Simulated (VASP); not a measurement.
Input of a VASP 6.6.1 run:

File INCAR:

```
PREC     = Accurate       # precision mode
ENCUT    = 510            # plane-wave cutoff, eV
EDIFF    = 1E-7           # SCF threshold, eV
ISMEAR   = -1             # smearing method
SIGMA    = 0.1            # smearing width, eV
LREAL    = False          # projectors in reciprocal space
LASPH    = True           # aspherical terms in the spheres
NELM     = 120            # most SCF steps
ALGO     = Normal         # electronic algorithm
ISIF     = 3              # what is computed and relaxed
LWAVE    = False          # write WAVECAR
LCHARG   = False          # write CHGCAR
GGA      = PE             # functional
IBRION   = 2              # ionic algorithm
NSW      = 60             # ionic steps
EDIFFG   = -0.005         # ionic threshold
PSTRESS  = 4100.0       
GGA_COMPAT= False        
NELMIN   = 4
```

Contents of KPOINTS:

```
Automatic mesh
0
Gamma
  10 10 14
```

Contents of POSCAR:

```
As
1.0
    3.5983540888      0.0000000000      0.0000000000
   -1.7991770444      3.1162660527      0.0000000000
    0.0000000000      0.0000000000      2.2309795351
As
3
Direct
    0.0000000000      0.0000000000      0.0000000000
    0.3333333333      0.6666666667      0.5000000000
    0.6666666667      0.3333333333      0.5000000000
```

Potentials or basis: VASP PAW PBE potentials, release 64 (As_d).

Launch:

```bash
$ cat potpaw_PBE.64/As_d/POTCAR > POTCAR
$ mpirun -np 1 vasp_std > vasp.out
```

(1) Predict the space group after relaxing (to 0.1 Å).

(2) Predict the relaxed cell.

Results:

(1) P6/mmm (No. 191).

(2) a = 3.648 Å, b = 3.648 Å, c = 2.174 Å, α = 90.00°, β = 90.00°, γ = 120.00°.

Caveat: the cell is relaxed towards a set pressure, so the run minimises the enthalpy, not the energy; the highest band is partly filled, so the run has too few bands; an odd number of electrons without spin polarisation forces a metal; a magnetic or distorted state may lie lower.
